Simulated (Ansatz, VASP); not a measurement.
## Fe in VASP and in Ansatz

File INCAR:

```
PREC = Accurate
ENCUT = 520
EDIFF = 1E-7
ISMEAR = 0
SIGMA = 0.15
LREAL = F
LASPH = T
NELM = 150
ALGO = Normal
ISIF = 2
LWAVE = F
LCHARG = F
ISPIN = 2
MAGMOM = 2.44
LORBIT = 11
LMAXMIX = 4
GGA = PE
NBANDS = 14
```

File KPOINTS:

```
regular mesh
0
Gamma
  12 12 12
```

File POSCAR:

```
Fe
1.0
   -1.3138338597      1.3138338597      1.6440003087
    1.3138338597     -1.3138338597      1.6440003087
    1.3138338597      1.3138338597     -1.6440003087
Fe
1
Direct
    0.0000000000      0.0000000000      0.0000000000
```

Input for Ansatz:

```yaml
crystal:
  lattice:
    - [-1.3138338597, 1.3138338597, 1.6440003087]
    - [1.3138338597, -1.3138338597, 1.6440003087]
    - [1.3138338597, 1.3138338597, -1.6440003087]
  atoms:
    - { symbol: Fe, position: [0.0, 0.0, 0.0], spin: 2.44 }
basis:
  ecutwfc: 520.0
kpoints:
  mp_grid: { grid: [12, 12, 12] }
hamiltonian:
  xc: pbe
scf:
  occupations: { method: gaussian, width: 0.15 }
output:
  forces: true
  stress: true
  eigenvalues: true
  populations: true
magnetization:
  spin_polarized: true
```

Alike in both runs: task single point; functional PBE; k mesh 12 × 12 × 12; occupations gaussian, width 0.15 eV; collinear spin.

```csv
,VASP,Ansatz
version,VASP 6.6.1,Ansatz 0.2.0
potentials or method,"VASP PAW PBE potentials, release 64 (Fe), cutoff 520 eV","scalar-relativistic, plane waves, PAW"
valence electrons in the cell,8,16
```

Ansatz gave:

| Property | Result |
| --- | --- |
| gap on the k mesh at the Fermi level (eV) | none |
| pressure (GPa) | 3.2 |
| traceless stress, the component that is largest in VASP (GPa) | -11.12 |
| net moment per atom (μB) | 2.22 |
| size of the moment on the site where the two differ most (μB) | 2.25 |

Problem. What did VASP give for the same quantities?

Solution. gap on the k mesh at the Fermi level (eV): none; pressure (GPa): 3.4; traceless stress, the component that is largest in VASP (GPa): -10.96; net moment per atom (μB): 2.25; size of the moment on the site where the two differ most (μB): 2.24.

Site moments also hang on the region over which each program counts them. A gap of «none» marks a metal or a gap that the smearing closes. VASP's potentials hold 8 valence electrons a cell and Ansatz's 16, so a difference there can come from the potentials and not from the codes.
